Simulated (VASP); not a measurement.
# Sc12Pd in VASP: single point with LDA

Aim: the single point of Sc12Pd with LDA.

Program: VASP 6.6.1. These are calculated values, not measurements. Logs are shortened: lines on timing, memory, paths and dates and some standing lists are left out, and cuts for length are marked.

### 1 The cell of the first run

The cell holds a slab with vacuum, 13 atoms: a = 6.620 Å, b = 6.620 Å, c = 18.276 Å, α = 90.00°, β = 90.00°, γ = 60.00°.

### 2 Single point, LDA

The input, INCAR:

```
PREC = Accurate
ENCUT = 520
EDIFF = 1E-6
ISMEAR = -1
SIGMA = 0.15
LREAL = F
LASPH = T
NELM = 100
ALGO = Normal
ISIF = 2
LWAVE = F
LCHARG = F
NBANDS = 83
```

The input, KPOINTS:

```
Automatic mesh
0
Gamma
  3 3 1
```

The input, POSCAR:

```
Sc12Pd
1.0
    6.6200000000      0.0000000000      0.0000000000
    3.3100000000      5.7330880000      0.0000000000
    0.0000000000      0.0000000000     18.2761400000
Sc Pd
12 1
Direct
    0.0000000000      0.0000000000      0.0547160943
    0.5000000000      0.0000000000      0.0547160943
    0.0000000000      0.5000000000      0.0547160943
    0.5000000000      0.5000000000      0.0547160943
   -0.1563272937      0.3200186357      0.1845542877
    0.3373100572      0.3332279218      0.1816500092
   -0.1680997945      0.8388603140      0.1873894050
    0.3361332228      0.8388770589      0.1873253871
    0.0285112000     -0.0442798017      0.3287971092
    0.4939326351      0.0245265728      0.3252775477
    0.0087345860      0.4921492571      0.3128853795
    0.5137875763      0.4925465997      0.3122510005
    0.2511558335      0.5132998133      0.4104356828
```

Potentials or basis: VASP PAW LDA potentials, release 64 (Sc_sv, Pd).

On the command line:

```sh
cat potpaw_LDA.64/Sc_sv/POTCAR potpaw_LDA.64/Pd/POTCAR > POTCAR
mpirun -np 1 vasp_std > vasp.out
```

OUTCAR:

```text
PREC = Accurate
   ENCUT = 520
   EDIFF = 1E-6
   ISMEAR = -1
   LREAL = F
   LASPH = T
   NELM = 100
   ISIF = 2

 ion  position               nearest neighbor table
   1  0.000  0.000  0.055-   5 3.00   7 3.07   8 3.10   3 3.31   3 3.31   4 3.31   4 3.31   2 3.31
                             2 3.31
   2  0.500  0.000  0.055-   6 3.01   8 3.06   7 3.08   4 3.31   3 3.31   4 3.31   3 3.31   1 3.31
                             1 3.31
   3  0.000  0.500  0.055-   6 3.02   5 3.06   7 3.11   1 3.31   1 3.31   2 3.31   2 3.31   4 3.31
                             4 3.31
   4  0.500  0.500  0.055-   6 2.99   5 3.08   8 3.11   2 3.31   1 3.31   2 3.31   1 3.31   3 3.31
                             3 3.31
   5  0.844  0.320  0.185-   1 3.00  12 3.00  11 3.04   3 3.06   4 3.08   8 3.22   7 3.23   6 3.31
                             6 3.31   9 3.36   7 3.40   8 3.40
   6  0.337  0.333  0.182-   4 2.99   2 3.01   3 3.02  11 3.05  12 3.07  10 3.17   7 3.28   8 3.28
                             5 3.31   5 3.31   8 3.35   7 3.35
   7  0.832  0.839  0.187-  11 3.04   1 3.07   2 3.08   3 3.11   9 3.16  10 3.18   5 3.23   6 3.28
                             8 3.28   8 3.34   6 3.35   5 3.40
   8  0.336  0.839  0.187-  12 3.03   2 3.06   1 3.10   4 3.11   9 3.14  10 3.20   5 3.22   6 3.28
                             7 3.28   7 3.34   6 3.35   5 3.40
   9  0.029  0.956  0.329-  13 2.94   8 3.14  11 3.15  12 3.16   7 3.16  10 3.33  10 3.34   5 3.36

  10  0.494  0.025  0.325-  11 3.16   6 3.17  12 3.17   7 3.18   8 3.20  13 3.21   9 3.33   9 3.34

  11  0.009  0.492  0.313-  13 2.45   7 3.04   5 3.04   6 3.05   9 3.15  10 3.16  12 3.28  12 3.34

  12  0.514  0.493  0.312-  13 2.45   5 3.00   8 3.03   6 3.07   9 3.16  10 3.17  11 3.28  11 3.34

  13  0.251  0.513  0.410-  11 2.45  12 2.45   9 2.94  10 3.21

  LATTYP: Found a hexagonal cell.
 ALAT       =     6.6199998501
 C/A-ratio  =     2.7607462861

  Lattice vectors:

 A1 = (  -3.3100000000,  -5.7330880000,   0.0000000000)
 A2 = (   6.6200000000,   0.0000000000,   0.0000000000)
 A3 = (   0.0000000000,   0.0000000000,  18.2761400000)

Analysis of symmetry for initial positions (statically):
=====================================================================
 Subroutine PRICEL returns:
 Original cell was already a primitive cell.

 Routine SETGRP: Setting up the symmetry group for a
 hexagonal supercell.

 Subroutine GETGRP returns: Found  1 space group operations
 (whereof  1 operations were pure point group operations)
 out of a pool of 24 trial point group operations.

The static configuration has the point symmetry C_1 .

Analysis of symmetry for dynamics (positions and initial velocities):
=====================================================================
 Subroutine PRICEL returns:
 Original cell was already a primitive cell.

 Routine SETGRP: Setting up the symmetry group for a
 hexagonal supercell.

 Subroutine GETGRP returns: Found  1 space group operations
 (whereof  1 operations were pure point group operations)
 out of a pool of 24 trial point group operations.

The dynamic configuration has the point symmetry C_1 .

 Subroutine INISYM returns: Found  1 space group operations
 (whereof  1 operations are pure point group operations),
 and found     1 'primitive' translations

----------------------------------------------------------------------------------------

                                     Primitive cell

  volume of cell :     693.6351

  direct lattice vectors                    reciprocal lattice vectors
     6.620000000  0.000000000  0.000000000     0.151057402 -0.087213034  0.000000000
     3.310000000  5.733088000  0.000000000     0.000000000  0.174426068  0.000000000
     0.000000000  0.000000000 18.276140000     0.000000000  0.000000000  0.054716149

  length of vectors
     6.620000000  6.619999850 18.276140000     0.174426065  0.174426068  0.054716149

  position of ions in fractional coordinates (direct lattice)
     0.000000000  0.000000000  0.054716094
     0.500000000  0.000000000  0.054716094
     0.000000000  0.500000000  0.054716094
     0.500000000  0.500000000  0.054716094
     0.843672706  0.320018636  0.184554288
     0.337310057  0.333227922  0.181650009
     0.831900205  0.838860314  0.187389405
     0.336133223  0.838877059  0.187325387
     0.028511200  0.955720198  0.328797109
     0.493932635  0.024526573  0.325277548
     0.008734586  0.492149257  0.312885380
     0.513787576  0.492546600  0.312251000
     0.251155834  0.513299813  0.410435683

  ion indices of the primitive-cell ions
   primitive index   ion index
                 1           1
                 2           2
                 3           3
                 4           4
                 5           5
                 6           6
                 7           7
                 8           8
                 9           9
                10          10
                11          11
                12          12
                13          13

----------------------------------------------------------------------------------------

 KPOINTS: Automatic mesh

Automatic generation of k-mesh.
 Grid dimensions read from file:
 generate k-points for:    3    3    1

 Generating k-lattice:

  Cartesian coordinates                     Fractional coordinates (reciprocal lattice)
     0.050352467 -0.029071011  0.000000000     0.333333333  0.000000000  0.000000000
     0.000000000  0.058142023  0.000000000     0.000000000  0.333333333  0.000000000
     0.000000000  0.000000000  0.054716149     0.000000000  0.000000000  1.000000000

  Length of vectors
     0.058142022  0.058142023  0.054716149

  Shift w.r.t. Gamma in fractional coordinates (k-lattice)
     0.000000000  0.000000000  0.000000000

 Subroutine IBZKPT returns following result:
 ===========================================

 Found      5 irreducible k-points:

 Following reciprocal coordinates:
            Coordinates               Weight
  0.000000  0.000000  0.000000      1.000000
  0.333333 -0.000000  0.000000      2.000000
  0.333333  0.333333  0.000000      2.000000
  0.000000  0.333333  0.000000      2.000000
 -0.333333  0.333333  0.000000      2.000000
   k-points           NKPTS =      5   k-points in BZ     NKDIM =      5   number of bands    NBANDS=     83
   number of dos      NEDOS =    301   number of ions     NIONS =     13
   total plane-waves  NPLWV = 350000
   dimension x,y,z NGX =    50 NGY =   50 NGZ =  140
   dimension x,y,z NGXF=   100 NGYF=  100 NGZF=  280
   ions per type =              12   1
   NGX,Y,Z   is equivalent  to a cutoff of  12.56, 12.56, 12.73 a.u.
   NGXF,Y,Z  is equivalent  to a cutoff of  25.11, 25.11, 25.47 a.u.
 SYSTEM =  unknown system
   PREC   = accura    normal or accurate (medium, high low for compatibility)
   ISTART =      0    job   : 0-new  1-cont  2-samecut
   ICHARG =      2    charge: 1-file 2-atom 10-const
   ISPIN  =      1    spin polarized calculation?
   LNONCOLLINEAR =      F non collinear calculations
   LSORBIT =      F    spin-orbit coupling
   LASPH  =      T    aspherical Exc in radial PAW
   ENCUT  =  520.0 eV  38.22 Ry    6.18 a.u.  12.31 12.31 33.98*2*pi/ulx,y,z
   NELM   =    100;   NELMIN=  2; NELMDL= -5     # of ELM steps
   EDIFF  = 0.1E-05   stopping-criterion for ELM
   LREAL  =      F    real-space projection
   EDIFFG = 0.1E-04   stopping-criterion for IOM
   NSW    =      0    number of steps for IOM
   IBRION =     -1    ionic relax: 0-MD 1-quasi-New 2-CG
   NFREE  =      0    steps in history (QN), initial steepest desc. (CG)
   ISIF   =      2    stress and relaxation
   ISYM   =      2    0-nonsym 1-usesym 2-fastsym
   POTIM  = 0.5000    time-step for ionic-motion
   TEBEG  =    0.0;   TEEND  =   0.0 temperature during run
   PSTRESS=    0.0 pullay stress
   NELECT =     142.0000    total number of electrons
   NUPDOWN=      -1.0000    fix difference up-down
   EMIN   =  10.00;   EMAX   =-10.00  energy-range for DOS
   EFERMI =   0.00;   METHOD = LEGACY
   ISMEAR =    -1;   SIGMA  =   0.15  broadening in eV -4-tet -1-fermi 0-gaus
   EFERMI_NEDOS =   21; number of points for ismear=-14 and -15
   IALGO  =     38    algorithm
   IMIX   =      4    mixing-type and parameters
     AMIX     =   0.40;   BMIX     =  1.00
     AMIX_MAG =   1.60;   BMIX_MAG =  1.00
  volume/ion in A,a.u.               =      53.36       360.07
  Fermi-wavevector in a.u.,A,eV,Ry     =   0.964852  1.823305 12.666193  0.930939
  Thomas-Fermi vector in A             =   2.094518
   LORBIT       =      0    0 simple, 1 ext, 2 COOP (PROOUT), +10 PAW based schemes
   GGA     = CA    functional components
   LHFCALC =     F    Hartree Fock is set to
   AEXX    =    0.0000 exact exchange contribution
   IVDW    =     0    specifies the selected vdW correction
   LEPSILON=     F    determine dielectric tensor
   LRPA    =     F    only Hartree local field effects (RPA)
 non-spin polarized calculation
  energy-cutoff  :      520.00
  volume of cell :      693.64
 maximum number of plane-waves:     18727
 NGX is ok and might be reduce to    50
   NGX = 25   NGY = 25   NGZ = 67

 number of electron     141.9999999 magnetization

 Free energy of the ion-electron system (eV)
  ---------------------------------------------------
  ext. energy  EPLUGINS =         0.00000000
  ---------------------------------------------------
  free energy    TOTEN  =       -82.00191333 eV

  energy without entropy =      -80.21844039  energy(sigma->0) =      -81.11017686

 E-fermi :  -0.3586     XC(G=0):  -5.5782

 val. band max:       -0.3757295088   @ k =  -0.3333   0.3333   0.0000
 cond. band min:      -0.3517661121   @ k =   0.0000   0.3333   0.0000
 fundamental gap:      0.0239633967
 Fermi energy:        -0.3585981051

 k-point     1 :       0.0000    0.0000    0.0000
  band No.  band energies     occupation
      1     -49.5731      2.00000
      2     -49.5539      2.00000
      3     -49.4127      2.00000
      4     -49.3835      2.00000
      5     -49.3695      2.00000
      6     -49.3585      2.00000
[... 75 lines left out ...]
     82       0.9046      0.00044
     83       0.9619      0.00030

 k-point     2 :       0.3333   -0.0000    0.0000
  band No.  band energies     occupation
      1     -49.5694      2.00000
      2     -49.5574      2.00000
      3     -49.4042      2.00000
      4     -49.3892      2.00000
      5     -49.3695      2.00000
      6     -49.3614      2.00000
[... 75 lines left out ...]
     82       0.5482      0.00473
     83       0.6251      0.00283

 k-point     3 :       0.3333    0.3333    0.0000
  band No.  band energies     occupation
      1     -49.5694      2.00000
      2     -49.5574      2.00000
      3     -49.4042      2.00000
      4     -49.3891      2.00000
      5     -49.3696      2.00000
      6     -49.3613      2.00000
[... 75 lines left out ...]
     82       0.5474      0.00475
     83       0.6215      0.00290

 k-point     4 :       0.0000    0.3333    0.0000
  band No.  band energies     occupation
      1     -49.5725      2.00000
      2     -49.5541      2.00000
      3     -49.4056      2.00000
      4     -49.3835      2.00000
      5     -49.3762      2.00000
      6     -49.3589      2.00000
[... 75 lines left out ...]
     82       0.5207      0.00567
     83       0.5959      0.00344

 k-point     5 :      -0.3333    0.3333    0.0000
  band No.  band energies     occupation
      1     -49.5690      2.00000
      2     -49.5576      2.00000
      3     -49.3977      2.00000
      4     -49.3916      2.00000
      5     -49.3749      2.00000
      6     -49.3602      2.00000
[... 75 lines left out ...]
     82       0.3879      0.01370
     83       0.4432      0.00949

------------------------ aborting loop because EDIFF is reached ----------------------------------------

  FORCE on cell =-STRESS in cart. coord.  units (eV):
  Direction    XX          YY          ZZ          XY          YZ          ZX
  --------------------------------------------------------------------------------------
  -------------------------------------------------------------------------------------
  Total       -5.8960003    -10.0574963      0.2084091      0.0273239      0.2022144     -0.3723810
  in kB      -13.6187425    -23.2310795      0.4813891      0.0631136      0.4670803     -0.8601359
  external PRESSURE =     -12.1228110 kB  Pullay stress =       0.0000000 kB

 VOLUME and BASIS-vectors are now :
 -----------------------------------------------------------------------------
  energy-cutoff  :      520.00
  volume of cell :      693.64
      direct lattice vectors                 reciprocal lattice vectors
     6.620000000  0.000000000  0.000000000     0.151057402 -0.087213034  0.000000000
     3.310000000  5.733088000  0.000000000     0.000000000  0.174426068  0.000000000
     0.000000000  0.000000000 18.276140000     0.000000000  0.000000000  0.054716149

 POSITION                                       TOTAL-FORCE (eV/Angst)
 -----------------------------------------------------------------------------------
      0.00000      0.00000      1.00000         0.020850     -0.028222     -0.016206
      3.31000      0.00000      1.00000         0.021018     -0.008058     -0.057420
      1.65500      2.86654      1.00000        -0.033213      0.011656      0.016246
      4.96500      2.86654      1.00000         0.089608      0.014019      0.010459
      6.64437      1.83470      3.37294         0.005696     -0.022148     -0.008212
      3.33598      1.91042      3.31986        -0.015569      0.000255      0.003480
      8.28381      4.80926      3.42476        -0.016370     -0.006175      0.014475
      5.00188      4.80936      3.42359        -0.000865      0.004926     -0.003730
      3.35218      5.47923      6.00914        -0.004391     -0.023956      0.023811
      3.35102      0.14061      5.94482        -0.002241      0.010066      0.021603
      1.68684      2.82154      5.71834        -0.084451     -0.005600     -0.060942
      5.03160      2.82381      5.70674         0.003243     -0.005532     -0.006932
      3.36167      2.94279      7.50118         0.016685      0.058769      0.063367
 -----------------------------------------------------------------------------------
    total drift:                                0.000333      0.000485      0.000280

  FREE ENERGIE OF THE ION-ELECTRON SYSTEM (eV)
  ---------------------------------------------------
  free  energy   TOTEN  =       -82.0019133269 eV

  energy  without entropy=      -80.2184403919  energy(sigma->0) =      -81.11017686
```

It took 24 min on 1 thread of Intel Xeon Platinum 8259CL at 2.50GHz (Skylake/Cascade Lake), shared host; peak memory 0.65 GiB.

Results:

```
Free energy            : -82.0019 eV
Largest force          : 0.104 eV/Å
Band gap on the k mesh : zero (bands 71 and 72 overlap by 0.08 eV)
```

Forces on the atoms (eV/Å):
```
Sc   0.021 -0.028 -0.016
Sc   0.021 -0.008 -0.057
Sc  -0.033  0.012  0.016
Sc   0.090  0.014  0.010
Sc   0.006 -0.022 -0.008
Sc  -0.016  0.000  0.003
Sc  -0.016 -0.006  0.014
Sc  -0.001  0.005 -0.004
Sc  -0.004 -0.024  0.024
Sc  -0.002  0.010  0.022
Sc  -0.084 -0.006 -0.061
Sc   0.003 -0.006 -0.007
Pd   0.017  0.059  0.063
```

Caveat: the k points lie up to 0.37 Å⁻¹ apart; there is no dipole correction, which matters where the two faces differ.

The gap in the log of VASP goes by the Fermi energy; the results here count the filled bands.